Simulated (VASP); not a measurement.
# BaTiO3 (Amm2) in VASP: a series of runs

Aim: see how the results for BaTiO3 move with the level of theory and the settings. Levels: r2SCAN, PBEsol. Tasks: single point, relaxation of cell and atoms.

Program: VASP 6.6.1. These are calculated values, not measurements. Logs are shortened: lines on timing, memory, paths and dates and some standing lists are left out, and cuts for length are marked.

### 1 The cell of the first run

Symmetry: Amm2, No. 38, orthorhombic system. Conventional cell: a = 3.963 Å, b = 5.715 Å, c = 5.748 Å, α = 90.00°, β = 90.00°, γ = 90.00°. Within 3.7 Å of Ba (site symmetry mm2) lie 12 O at 2.77 to 2.98 Å and 8 Ti at 3.42 to 3.57 Å. Ti (site symmetry mm2) has 6 O at 1.85 to 2.21 Å within 2.5 Å. Within 2.6 Å of O (site symmetry mm2) lie 2 Ti at 1.99 Å. Within 2.5 Å of O (site symmetry m) lie 2 Ti at 1.85 to 2.21 Å.

### 2 Single point, r2SCAN

POSCAR reads:

```
BaTiO3
1.0
    3.9634143856      0.0000000000      0.0000000000
    0.0000000000      2.8577462235      2.8742108777
    0.0000000000     -2.8577462235      2.8742108777
Ba Ti O
1 1 3
Direct
    0.0000000000      0.0084123025      0.0084123025
    0.5000000000      0.5239607255      0.5239607255
    0.0000000000      0.4903884368      0.4903884368
    0.5000000000      0.4939726215      0.9801459137
    0.5000000000      0.9801459137      0.4939726215
```

INCAR.step1 reads:

```
SYSTEM = BaTiO3
ALGO = Normal
EDIFF = 1E-4
ENCUT = 520
GGA = PE
ISMEAR = -1
LASPH = .TRUE.
LCHARG = .FALSE.
LREAL = .FALSE.
LWAVE = .TRUE.
NBANDS = 28
NELM = 60
PREC = Accurate
SIGMA = 0.02
```

INCAR.step2 reads:

```
SYSTEM = BaTiO3
ALGO = Normal
EDIFF = 1E-6
ENCUT = 520
ISIF = 2
ISMEAR = -1
ISTART = 1
LASPH = .TRUE.
LCHARG = .FALSE.
LMIXTAU = .TRUE.
LREAL = .FALSE.
LWAVE = .FALSE.
METAGGA = R2SCAN
NBANDS = 28
NELM = 60
PREC = Accurate
SIGMA = 0.02
```

KPOINTS reads:

```
k-points
0
G
  6 6 6
  0 0 0
```

Potentials or basis: VASP PAW PBE potentials, release 64 (Ba_sv, Ti_sv, O).

The run is started by

```bash
$ cat potpaw_PBE.64/Ba_sv/POTCAR potpaw_PBE.64/Ti_sv/POTCAR potpaw_PBE.64/O/POTCAR > POTCAR
$ cp INCAR.step1 INCAR
$ mpirun -np 1 vasp_std > vasp.out
$ cp INCAR.step2 INCAR
$ mpirun -np 1 vasp_std > vasp.out
```

OUTCAR:

```text
SYSTEM = BaTiO3
   EDIFF = 1E-6
   ENCUT = 520
   ISIF = 2
   ISMEAR = -1
   ISTART = 1
   LASPH = .TRUE.
   LREAL = .FALSE.
   METAGGA = R2SCAN
   NELM = 60
   PREC = Accurate

 ion  position               nearest neighbor table
   1  0.000  0.008  0.008-   3 2.77   4 2.79   5 2.79   4 2.79   5 2.79   3 2.86   3 2.86   5 2.88
                             4 2.88   5 2.88   4 2.88   3 2.98   2 3.42   2 3.42   2 3.48   2 3.48
   2  0.500  0.524  0.524-   4 1.85   5 1.85   3 1.99   3 1.99   5 2.21   4 2.21   1 3.42   1 3.42
                             1 3.48   1 3.48   1 3.48   1 3.48   1 3.57   1 3.57
   3  0.000  0.490  0.490-   2 1.99   2 1.99   1 2.77   1 2.86   1 2.86   1 2.98
   4  0.500  0.494  0.980-   2 1.85   2 2.21   1 2.79   1 2.79   1 2.88   1 2.88
   5  0.500  0.980  0.494-   2 1.85   2 2.21   1 2.79   1 2.79   1 2.88   1 2.88

  LATTYP: Found a base centered orthorhombic cell.
 ALAT       =     5.7154924470
 B/A-ratio  =     1.0057614123
 C/A-ratio  =     0.6934510757

  Lattice vectors:

 A1 = (   0.0000000000,   2.8577462235,  -2.8742108777)
 A2 = (   0.0000000000,   2.8577462235,   2.8742108777)
 A3 = (   3.9634143856,   0.0000000000,   0.0000000000)

Analysis of symmetry for initial positions (statically):
=====================================================================
 Subroutine PRICEL returns:
 Original cell was already a primitive cell.

 Routine SETGRP: Setting up the symmetry group for a
 base centered orthorhombic supercell.

 Subroutine GETGRP returns: Found  4 space group operations
 (whereof  4 operations were pure point group operations)
 out of a pool of  8 trial point group operations.

The static configuration has the point symmetry C_2v.

Analysis of symmetry for dynamics (positions and initial velocities):
=====================================================================
 Subroutine PRICEL returns:
 Original cell was already a primitive cell.

 Routine SETGRP: Setting up the symmetry group for a
 base centered orthorhombic supercell.

 Subroutine GETGRP returns: Found  4 space group operations
 (whereof  4 operations were pure point group operations)
 out of a pool of  8 trial point group operations.

The dynamic configuration has the point symmetry C_2v.

 Subroutine INISYM returns: Found  4 space group operations
 (whereof  4 operations are pure point group operations),
 and found     1 'primitive' translations

----------------------------------------------------------------------------------------

                                     Primitive cell

  volume of cell :      65.1091

  direct lattice vectors                    reciprocal lattice vectors
     3.963414386  0.000000000  0.000000000     0.252307708  0.000000000  0.000000000
     0.000000000  2.857746223  2.874210878     0.000000000  0.174963052  0.173960792
     0.000000000 -2.857746223  2.874210878     0.000000000 -0.174963052  0.173960792

  length of vectors
     3.963414386  4.053122457  4.053122457     0.252307708  0.246727434  0.246727434

  position of ions in fractional coordinates (direct lattice)
     0.000000000  0.008412302  0.008412302
     0.500000000  0.523960725  0.523960725
     0.000000000  0.490388437  0.490388437
     0.500000000  0.493972621  0.980145914
     0.500000000  0.980145914  0.493972621

  ion indices of the primitive-cell ions
   primitive index   ion index
                 1           1
                 2           2
                 3           3
                 4           4
                 5           5

----------------------------------------------------------------------------------------

 KPOINTS: k-points

Automatic generation of k-mesh.
 Grid dimensions read from file:
 generate k-points for:    6    6    6

 Generating k-lattice:

  Cartesian coordinates                     Fractional coordinates (reciprocal lattice)
     0.042051285  0.000000000  0.000000000     0.166666667  0.000000000  0.000000000
     0.000000000  0.029160509  0.028993465     0.000000000  0.166666667  0.000000000
     0.000000000 -0.029160509  0.028993465     0.000000000  0.000000000  0.166666667

  Length of vectors
     0.042051285  0.041121239  0.041121239

  Shift w.r.t. Gamma in fractional coordinates (k-lattice)
     0.000000000  0.000000000  0.000000000

 Subroutine IBZKPT returns following result:
 ===========================================

 Found     52 irreducible k-points:

 Following reciprocal coordinates:
            Coordinates               Weight
  0.000000  0.000000  0.000000      1.000000
  0.166667  0.000000  0.000000      2.000000
  0.333333  0.000000  0.000000      2.000000
  0.500000  0.000000  0.000000      1.000000
  0.000000  0.166667 -0.000000      4.000000
  0.166667  0.166667 -0.000000      8.000000
[... 16 lines left out ...]
  0.333333  0.333333  0.166667      8.000000
  0.500000  0.333333  0.166667      4.000000
 [... further k-points ...]
   k-points           NKPTS =     52   k-points in BZ     NKDIM =     52   number of bands    NBANDS=     28
   number of dos      NEDOS =    301   number of ions     NIONS =      5
   total plane-waves  NPLWV =  27000
   dimension x,y,z NGX =    30 NGY =   30 NGZ =   30
   dimension x,y,z NGXF=    60 NGYF=   60 NGZF=   60
   ions per type =               1   1   3
   NGX,Y,Z   is equivalent  to a cutoff of  12.58, 12.31, 12.31 a.u.
   NGXF,Y,Z  is equivalent  to a cutoff of  25.17, 24.61, 24.61 a.u.
 SYSTEM =  BaTiO3
   PREC   = accura    normal or accurate (medium, high low for compatibility)
   ISTART =      1    job   : 0-new  1-cont  2-samecut
   ICHARG =      0    charge: 1-file 2-atom 10-const
   ISPIN  =      1    spin polarized calculation?
   LNONCOLLINEAR =      F non collinear calculations
   LSORBIT =      F    spin-orbit coupling
   LASPH  =      T    aspherical Exc in radial PAW
   ENCUT  =  520.0 eV  38.22 Ry    6.18 a.u.   7.37  7.54  7.54*2*pi/ulx,y,z
   NELM   =     60;   NELMIN=  2; NELMDL=  0     # of ELM steps
   EDIFF  = 0.1E-05   stopping-criterion for ELM
   LREAL  =      F    real-space projection
   EDIFFG = 0.1E-04   stopping-criterion for IOM
   NSW    =      0    number of steps for IOM
   IBRION =     -1    ionic relax: 0-MD 1-quasi-New 2-CG
   NFREE  =      0    steps in history (QN), initial steepest desc. (CG)
   ISIF   =      2    stress and relaxation
   ISYM   =      2    0-nonsym 1-usesym 2-fastsym
   POTIM  = 0.5000    time-step for ionic-motion
   TEBEG  =    0.0;   TEEND  =   0.0 temperature during run
   PSTRESS=    0.0 pullay stress
   NELECT =      40.0000    total number of electrons
   NUPDOWN=      -1.0000    fix difference up-down
   EMIN   =  10.00;   EMAX   =-10.00  energy-range for DOS
   EFERMI =   0.00;   METHOD = LEGACY
   ISMEAR =    -1;   SIGMA  =   0.02  broadening in eV -4-tet -1-fermi 0-gaus
   EFERMI_NEDOS =   21; number of points for ismear=-14 and -15
   IALGO  =     38    algorithm
   IMIX   =      4    mixing-type and parameters
     AMIX     =   0.40;   BMIX     =  1.00
     AMIX_MAG =   1.60;   BMIX_MAG =  1.00
  volume/ion in A,a.u.               =      13.02        87.88
  Fermi-wavevector in a.u.,A,eV,Ry     =   1.391706  2.629943 26.352393  1.936846
  Thomas-Fermi vector in A             =   2.515519
   LORBIT       =      0    0 simple, 1 ext, 2 COOP (PROOUT), +10 PAW based schemes
   METAGGA = R2SCAN    functional components
   LHFCALC =     F    Hartree Fock is set to
   AEXX    =    0.0000 exact exchange contribution
   IVDW    =     0    specifies the selected vdW correction
   LEPSILON=     F    determine dielectric tensor
   LRPA    =     F    only Hartree local field effects (RPA)
 non-spin polarized calculation
  energy-cutoff  :      520.00
  volume of cell :       65.11
 maximum number of plane-waves:      1781
 NGX is ok and might be reduce to    30
   NGX = 15   NGY = 15   NGZ = 15

 number of electron      39.9999992 magnetization

 Free energy of the ion-electron system (eV)
  ---------------------------------------------------
  ext. energy  EPLUGINS =         0.00000000
  ---------------------------------------------------
  free energy    TOTEN  =       -74.26650494 eV

  energy without entropy =      -74.26650494  energy(sigma->0) =      -74.26650494

 E-fermi :   3.9095     XC(G=0): -11.8105

 val. band max:        3.4086696094   @ k =   0.5000   0.5000   0.5000
 cond. band min:       6.0510353252   @ k =   0.0000   0.0000   0.0000
 fundamental gap:      2.6423657157
 Fermi energy:         3.9095391763

 k-point     1 :       0.0000    0.0000    0.0000
  band No.  band energies     occupation
      1     -55.1793      2.00000
      2     -30.4038      2.00000
      3     -30.4008      2.00000
      4     -30.3320      2.00000
      5     -22.1489      2.00000
      6     -14.4109      2.00000
[... 20 lines left out ...]
     27       9.1015      0.00000
     28      11.4607      0.00000

 k-point     2 :       0.1667    0.0000    0.0000
  band No.  band energies     occupation
      1     -55.1789      2.00000
      2     -30.4033      2.00000
      3     -30.4003      2.00000
      4     -30.3484      2.00000
      5     -22.1168      2.00000
      6     -14.4280      2.00000
[... 20 lines left out ...]
     27       9.6063      0.00000
     28      12.1207      0.00000

 k-point     3 :       0.3333    0.0000    0.0000
  band No.  band energies     occupation
      1     -55.1783      2.00000
      2     -30.4021      2.00000
      3     -30.3991      2.00000
      4     -30.3808      2.00000
      5     -22.0510      2.00000
      6     -14.5443      2.00000
[... 20 lines left out ...]
     27      10.7627      0.00000
     28      12.2669      0.00000

 k-point     4 :       0.5000    0.0000    0.0000
  band No.  band energies     occupation
      1     -55.1779      2.00000
      2     -30.4016      2.00000
      3     -30.3984      2.00000
      4     -30.3969      2.00000
      5     -22.0174      2.00000
      6     -14.6238      2.00000
[... 20 lines left out ...]
     27      11.6214      0.00000
     28      12.2022      0.00000

 k-point     5 :       0.0000    0.1667   -0.0000
  band No.  band energies     occupation
      1     -55.1790      2.00000
      2     -30.4153      2.00000
      3     -30.4017      2.00000
      4     -30.3316      2.00000
      5     -22.1213      2.00000
      6     -14.4275      2.00000
[... 20 lines left out ...]
     27       9.6031      0.00000
     28      12.0967      0.00000

 k-point     6 :       0.1667    0.1667   -0.0000
  band No.  band energies     occupation
      1     -55.1787      2.00000
      2     -30.4146      2.00000
      3     -30.4011      2.00000
      4     -30.3478      2.00000
      5     -22.0917      2.00000
      6     -14.4068      2.00000
[... 463 lines left out ...]
      5     -22.0453      2.00000
      6     -14.4404      2.00000
[... 20 lines left out ...]
     27      11.2946      0.00000
     28      12.7117      0.00000

 k-point    22 :       0.1667    0.3333    0.1667
  band No.  band energies     occupation
      1     -55.1780      2.00000
      2     -30.4388      2.00000
      3     -30.4127      2.00000
      4     -30.3464      2.00000
      5     -22.0223      2.00000
      6     -14.3431      2.00000
[... 20 lines left out ...]
     27      11.4541      0.00000
     28      12.5000      0.00000

 k-point    23 :       0.3333    0.3333    0.1667
  band No.  band energies     occupation
      1     -55.1773      2.00000
      2     -30.4372      2.00000
      3     -30.4115      2.00000
      4     -30.3782      2.00000
      5     -21.9753      2.00000
      6     -14.1897      2.00000
[... 20 lines left out ...]
     27      12.1957      0.00000
     28      12.3661      0.00000

 k-point    24 :       0.5000    0.3333    0.1667
  band No.  band energies     occupation
      1     -55.1770      2.00000
      2     -30.4364      2.00000
      3     -30.4108      2.00000
      4     -30.3941      2.00000
      5     -21.9515      2.00000
      6     -14.1491      2.00000
[... 20 lines left out ...]
     27      12.1629      0.00000
     28      12.5804      0.00000

 [... further k-points ...]

------------------------ aborting loop because EDIFF is reached ----------------------------------------

  FORCE on cell =-STRESS in cart. coord.  units (eV):
  Direction    XX          YY          ZZ          XY          YZ          ZX
  --------------------------------------------------------------------------------------
  -------------------------------------------------------------------------------------
  Total        0.7546958      0.8272566      0.7691975      0.0000000      0.0000000      0.0000000
  in kB       18.5712332     20.3567776     18.9280863      0.0000000      0.0000000      0.0000000
  external PRESSURE =      19.2853657 kB  Pullay stress =       0.0000000 kB

 VOLUME and BASIS-vectors are now :
 -----------------------------------------------------------------------------
  energy-cutoff  :      520.00
  volume of cell :       65.11
      direct lattice vectors                 reciprocal lattice vectors
     3.963414386  0.000000000  0.000000000     0.252307708  0.000000000  0.000000000
     0.000000000  2.857746223  2.874210878     0.000000000  0.174963052  0.173960792
     0.000000000 -2.857746223  2.874210878     0.000000000 -0.174963052  0.173960792

 POSITION                                       TOTAL-FORCE (eV/Angst)
 -----------------------------------------------------------------------------------
      0.00000      0.00000      0.04836         0.000000      0.000000     -0.032190
      1.98171      0.00000      3.01195         0.000000      0.000000     -0.173844
      0.00000      0.00000      2.81896         0.000000      0.000000      0.016830
      1.98171     -1.38936      4.23693         0.000000     -0.079032      0.094602
      1.98171      1.38936      4.23693         0.000000      0.079032      0.094602
 -----------------------------------------------------------------------------------
    total drift:                                0.000000      0.000001      0.002695

  FREE ENERGIE OF THE ION-ELECTRON SYSTEM (eV)
  ---------------------------------------------------
  free  energy   TOTEN  =       -74.2665049425 eV

  energy  without entropy=      -74.2665049425  energy(sigma->0) =      -74.26650494
```

Run time: 3.7 min. Hardware: 1 thread of Intel Xeon Platinum 8375C at 2.90GHz (Ice Lake), shared host; peak memory 0.24 GiB.

Results:

* Free energy: -74.2665 eV
* Pressure: 1.9 GPa
* Largest force: 0.174 eV/Å
* Band gap on the k mesh: 2.64 eV (least direct gap 3.12 eV)

Forces on the atoms (eV/Å):
```
Ba   0.000  0.000 -0.032
Ti   0.000  0.000 -0.174
O    0.000  0.000  0.017
O    0.000 -0.079  0.095
O    0.000  0.079  0.095
```

Caveat: the PAW data sets were made with another functional, which shifts forces and pressure a little; spin-orbit coupling is left out, which moves the levels of the heavy elements.

(Part 1 of 2 ends here.)
